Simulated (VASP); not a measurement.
# Mg (P6_3/mmc) in VASP: a series of runs

Runs on Mg. Level: RPBE. Tasks: single point.

Program: VASP 6.6.1. These are calculated values, not measurements. Logs are shortened: lines on timing, memory, paths and dates and some standing lists are left out, and cuts for length are marked.

**1. The cell of the first run**

Symmetry: P6_3/mmc, No. 194, hexagonal system. Conventional cell: a = 3.273 Å, b = 3.273 Å, c = 5.314 Å, α = 90.00°, β = 90.00°, γ = 120.00°. Within 4.3 Å of Mg (site symmetry -6m2) lie 12 Mg at 3.26 to 3.27 Å.

**2. Single point, RPBE (24.64 Å³/atom)**

Contents of INCAR:

```
SYSTEM = Mg
PREC     = Accurate       ! precision mode
ENCUT    = 520            ! plane-wave cutoff, eV
EDIFF    = 1E-7           ! SCF threshold, eV
ISMEAR   = -1             ! smearing method
SIGMA    = 0.1            ! smearing width, eV
LREAL    = .FALSE.        ! projectors in reciprocal space
LASPH    = .TRUE.         ! aspherical terms in the spheres
NELM     = 100            ! most SCF steps
ALGO     = Normal         ! electronic algorithm
ISIF     = 2              ! what is computed and relaxed
LWAVE    = .FALSE.        ! write WAVECAR
LCHARG   = .FALSE.        ! write CHGCAR
GGA      = RP             ! functional
NBANDS   = 9              ! bands
```

Contents of KPOINTS:

```
regular mesh
0
G
  18 18 10
  0 0 0
```

Contents of POSCAR:

```
Mg
1.0
    3.2726370061      0.0000000000      0.0000000000
   -1.6363185030      2.8341867847      0.0000000000
    0.0000000000      0.0000000000      5.3135214885
Mg
2
Direct
    0.3333333333      0.6666666667      0.2500000000
    0.6666666667      0.3333333333      0.7500000000
```

Potentials or basis: VASP PAW PBE potentials, release 64 (Mg).

Command:

```console
cat potpaw_PBE.64/Mg/POTCAR > POTCAR
mpirun -np 1 vasp_std > vasp.out
```

OUTCAR:

```text
SYSTEM = Mg
   PREC = Accurate
   ENCUT = 520
   EDIFF = 1E-7
   ISMEAR = -1
   LREAL = .FALSE.
   LASPH = .TRUE.
   NELM = 100
   ISIF = 2
   GGA = RP

 ion  position               nearest neighbor table
   1  0.333  0.667  0.250-   2 3.26   2 3.26   2 3.26   2 3.26   2 3.26   2 3.26
   2  0.667  0.333  0.750-   1 3.26   1 3.26   1 3.26   1 3.26   1 3.26   1 3.26

  LATTYP: Found a hexagonal cell.
 ALAT       =     3.2726370061
 C/A-ratio  =     1.6236207922

  Lattice vectors:

 A1 = (   3.2726370061,   0.0000000000,   0.0000000000)
 A2 = (  -1.6363185030,   2.8341867847,   0.0000000000)
 A3 = (   0.0000000000,   0.0000000000,   5.3135214885)

Analysis of symmetry for initial positions (statically):
=====================================================================
 Subroutine PRICEL returns:
 Original cell was already a primitive cell.

 Routine SETGRP: Setting up the symmetry group for a
 hexagonal supercell.

 Subroutine GETGRP returns: Found 24 space group operations
 (whereof 12 operations were pure point group operations)
 out of a pool of 24 trial point group operations.

The static configuration has the point symmetry D_3d.
 The point group associated with its full space group is D_6h.

Analysis of symmetry for dynamics (positions and initial velocities):
=====================================================================
 Subroutine PRICEL returns:
 Original cell was already a primitive cell.

 Routine SETGRP: Setting up the symmetry group for a
 hexagonal supercell.

 Subroutine GETGRP returns: Found 24 space group operations
 (whereof 12 operations were pure point group operations)
 out of a pool of 24 trial point group operations.

The dynamic configuration has the point symmetry D_3d.
 The point group associated with its full space group is D_6h.

 Subroutine INISYM returns: Found 24 space group operations
 (whereof 12 operations are pure point group operations),
 and found     1 'primitive' translations

----------------------------------------------------------------------------------------

                                     Primitive cell

  volume of cell :      49.2843

  direct lattice vectors                    reciprocal lattice vectors
     3.272637006  0.000000000  0.000000000     0.305563983  0.176417448  0.000000000
    -1.636318503  2.834186785  0.000000000     0.000000000  0.352834896  0.000000000
     0.000000000  0.000000000  5.313521489     0.000000000  0.000000000  0.188199107

  length of vectors
     3.272637006  3.272637006  5.313521489     0.352834896  0.352834896  0.188199107

  position of ions in fractional coordinates (direct lattice)
     0.333333333  0.666666667  0.250000000
     0.666666667  0.333333333  0.750000000

  ion indices of the primitive-cell ions
   primitive index   ion index
                 1           1
                 2           2

----------------------------------------------------------------------------------------

 KPOINTS: regular mesh

Automatic generation of k-mesh.
 Grid dimensions read from file:
 generate k-points for:   18   18   10

 Generating k-lattice:

  Cartesian coordinates                     Fractional coordinates (reciprocal lattice)
     0.016975777  0.009800969  0.000000000     0.055555556  0.000000000  0.000000000
     0.000000000  0.019601939  0.000000000     0.000000000  0.055555556  0.000000000
     0.000000000  0.000000000  0.018819911     0.000000000  0.000000000  0.100000000

  Length of vectors
     0.019601939  0.019601939  0.018819911

  Shift w.r.t. Gamma in fractional coordinates (k-lattice)
     0.000000000  0.000000000  0.000000000

 Subroutine IBZKPT returns following result:
 ===========================================

 Found    222 irreducible k-points:

 Following reciprocal coordinates:
            Coordinates               Weight
  0.000000  0.000000  0.000000      1.000000
  0.055556  0.000000  0.000000      6.000000
  0.111111  0.000000  0.000000      6.000000
  0.166667  0.000000  0.000000      6.000000
  0.222222  0.000000  0.000000      6.000000
  0.277778  0.000000  0.000000      6.000000
[... 16 lines left out ...]
  0.333333  0.111111  0.000000     12.000000
  0.388889  0.111111  0.000000     12.000000
 [... further k-points ...]
   k-points           NKPTS =    222   k-points in BZ     NKDIM =    222   number of bands    NBANDS=      9
   number of dos      NEDOS =    301   number of ions     NIONS =      2
   total plane-waves  NPLWV =  23040
   dimension x,y,z NGX =    24 NGY =   24 NGZ =   40
   dimension x,y,z NGXF=    48 NGYF=   48 NGZF=   80
   ions per type =               2
   NGX,Y,Z   is equivalent  to a cutoff of  12.19, 12.19, 12.51 a.u.
   NGXF,Y,Z  is equivalent  to a cutoff of  24.38, 24.38, 25.03 a.u.
 SYSTEM =  Mg
   PREC   = accura    normal or accurate (medium, high low for compatibility)
   ISTART =      0    job   : 0-new  1-cont  2-samecut
   ICHARG =      2    charge: 1-file 2-atom 10-const
   ISPIN  =      1    spin polarized calculation?
   LNONCOLLINEAR =      F non collinear calculations
   LSORBIT =      F    spin-orbit coupling
   LASPH  =      T    aspherical Exc in radial PAW
   ENCUT  =  520.0 eV  38.22 Ry    6.18 a.u.   6.08  6.08  9.88*2*pi/ulx,y,z
   NELM   =    100;   NELMIN=  2; NELMDL= -5     # of ELM steps
   EDIFF  = 0.1E-06   stopping-criterion for ELM
   LREAL  =      F    real-space projection
   EDIFFG = 0.1E-05   stopping-criterion for IOM
   NSW    =      0    number of steps for IOM
   IBRION =     -1    ionic relax: 0-MD 1-quasi-New 2-CG
   NFREE  =      0    steps in history (QN), initial steepest desc. (CG)
   ISIF   =      2    stress and relaxation
   ISYM   =      2    0-nonsym 1-usesym 2-fastsym
   POTIM  = 0.5000    time-step for ionic-motion
   TEBEG  =    0.0;   TEEND  =   0.0 temperature during run
   PSTRESS=    0.0 pullay stress
   NELECT =       4.0000    total number of electrons
   NUPDOWN=      -1.0000    fix difference up-down
   EMIN   =  10.00;   EMAX   =-10.00  energy-range for DOS
   EFERMI =   0.00;   METHOD = LEGACY
   ISMEAR =    -1;   SIGMA  =   0.10  broadening in eV -4-tet -1-fermi 0-gaus
   EFERMI_NEDOS =   21; number of points for ismear=-14 and -15
   IALGO  =     38    algorithm
   IMIX   =      4    mixing-type and parameters
     AMIX     =   0.40;   BMIX     =  1.00
     AMIX_MAG =   1.60;   BMIX_MAG =  1.00
  volume/ion in A,a.u.               =      24.64       166.29
  Fermi-wavevector in a.u.,A,eV,Ry     =   0.708803  1.339443  6.835581  0.502401
  Thomas-Fermi vector in A             =   1.795215
   LORBIT       =      0    0 simple, 1 ext, 2 COOP (PROOUT), +10 PAW based schemes
   GGA     = RP    functional components
   LHFCALC =     F    Hartree Fock is set to
   AEXX    =    0.0000 exact exchange contribution
   IVDW    =     0    specifies the selected vdW correction
   LEPSILON=     F    determine dielectric tensor
   LRPA    =     F    only Hartree local field effects (RPA)
 non-spin polarized calculation
  energy-cutoff  :      520.00
  volume of cell :       49.28
 maximum number of plane-waves:      1350
   NGX = 13   NGY = 13   NGZ = 19

 number of electron       4.0000000 magnetization

 Free energy of the ion-electron system (eV)
  ---------------------------------------------------
  ext. energy  EPLUGINS =         0.00000000
  ---------------------------------------------------
  free energy    TOTEN  =        -2.68691698 eV

  energy without entropy =       -2.65794236  energy(sigma->0) =       -2.67242967

 E-fermi :   2.3782     XC(G=0):  -8.1801

 val. band max:        2.3748679449   @ k =   0.3889   0.1667   0.4000
 cond. band min:       2.4263524244   @ k =   0.3889  -0.0000   0.0000
 fundamental gap:      0.0514844795
 Fermi energy:         2.3781669071

 k-point     1 :       0.0000    0.0000    0.0000
  band No.  band energies     occupation
      1      -4.2524      2.00000
      2       0.7867      2.00000
      3       1.1611      1.99999
      4      12.9261      0.00000
      5      12.9261      0.00000
      6      12.9410      0.00000
      7      12.9410      0.00000
      8      13.8000      0.00000
      9      15.1950      0.00000

 k-point     2 :       0.0556    0.0000    0.0000
  band No.  band energies     occupation
      1      -4.1944      2.00000
      2       0.8401      2.00000
      3       1.2176      1.99998
      4      11.5126      0.00000
      5      12.0935      0.00000
      6      12.8472      0.00000
      7      13.8621      0.00000
      8      14.4341      0.00000
      9      15.8536      0.00000

 k-point     3 :       0.1111    0.0000    0.0000
  band No.  band energies     occupation
      1      -4.0208      2.00000
      2       1.0004      2.00000
      3       1.3866      1.99990
      4       9.8673      0.00000
      5      11.3506      0.00000
      6      12.1400      0.00000
      7      14.4290      0.00000
      8      14.5412      0.00000
      9      14.8250      0.00000

 k-point     4 :       0.1667    0.0000    0.0000
  band No.  band energies     occupation
      1      -3.7321      2.00000
      2       1.2676      1.99997
      3       1.6653      1.99840
      4       8.2602      0.00000
      5      10.7069      0.00000
      6      11.3647      0.00000
      7      12.8404      0.00000
      8      13.5807      0.00000
      9      15.2171      0.00000
[... 205 lines left out ...]
 k-point    22 :       0.2778    0.1111    0.0000
  band No.  band energies     occupation
      1      -2.0167      2.00000
      2       2.8722      0.01421
      3       3.0865      0.00168
      4       4.3017      0.00000
      5       6.9308      0.00000
      6       8.6851      0.00000
      7       9.4842      0.00000
      8      11.6536      0.00000
      9      12.3078      0.00000

 k-point    23 :       0.3333    0.1111    0.0000
  band No.  band energies     occupation
      1      -1.2826      2.00000
      2       2.5861      0.22229
      3       3.5667      0.00001
      4       4.2319      0.00000
      5       6.5825      0.00000
      6       7.4579      0.00000
      7       8.4404      0.00000
      8      11.3727      0.00000
      9      12.0710      0.00000

 k-point    24 :       0.3889    0.1111    0.0000
  band No.  band energies     occupation
      1      -0.4430      2.00000
      2       1.5259      1.99960
      3       4.3622      0.00000
      4       4.8845      0.00000
      5       6.1963      0.00000
      6       6.3408      0.00000
      7       7.6542      0.00000
      8      11.2053      0.00000
      9      11.9273      0.00000

 [... further k-points ...]
[... 5 lines left out ...]
  --------------------------------------------------------------------------------------
  -------------------------------------------------------------------------------------
  Total       -0.4176048     -0.4176048     -0.4323799     -0.0000000      0.0000000     -0.0000000
  in kB      -13.5758576    -13.5758576    -14.0561817     -0.0000000      0.0000000     -0.0000000
  external PRESSURE =     -13.7359656 kB  Pullay stress =       0.0000000 kB

 VOLUME and BASIS-vectors are now :
 -----------------------------------------------------------------------------
  energy-cutoff  :      520.00
  volume of cell :       49.28
      direct lattice vectors                 reciprocal lattice vectors
     3.272637006  0.000000000  0.000000000     0.305563983  0.176417448  0.000000000
    -1.636318503  2.834186785  0.000000000     0.000000000  0.352834896  0.000000000
     0.000000000  0.000000000  5.313521489     0.000000000  0.000000000  0.188199107

 POSITION                                       TOTAL-FORCE (eV/Angst)
 -----------------------------------------------------------------------------------
     -0.00000      1.88946      1.32838        -0.000000      0.000000      0.000000
      1.63632      0.94473      3.98514         0.000000     -0.000000      0.000000
 -----------------------------------------------------------------------------------
    total drift:                                0.000000     -0.000000      0.000000

  FREE ENERGIE OF THE ION-ELECTRON SYSTEM (eV)
  ---------------------------------------------------
  free  energy   TOTEN  =        -2.6869169823 eV

  energy  without entropy=       -2.6579423599  energy(sigma->0) =       -2.67242967
```

It took 84 s on 1 thread of Intel Xeon 8259CL, shared host; peak memory 0.23 GiB.

Results:

* Free energy: -2.6869 eV
* Pressure: -1.4 GPa
* Band gap on the k mesh: zero (bands 2 and 3 overlap by 2.19 eV)

Caveat: the PAW data sets were made with another functional, which shifts forces and pressure a little.

(Continued in part 2 of 2.)
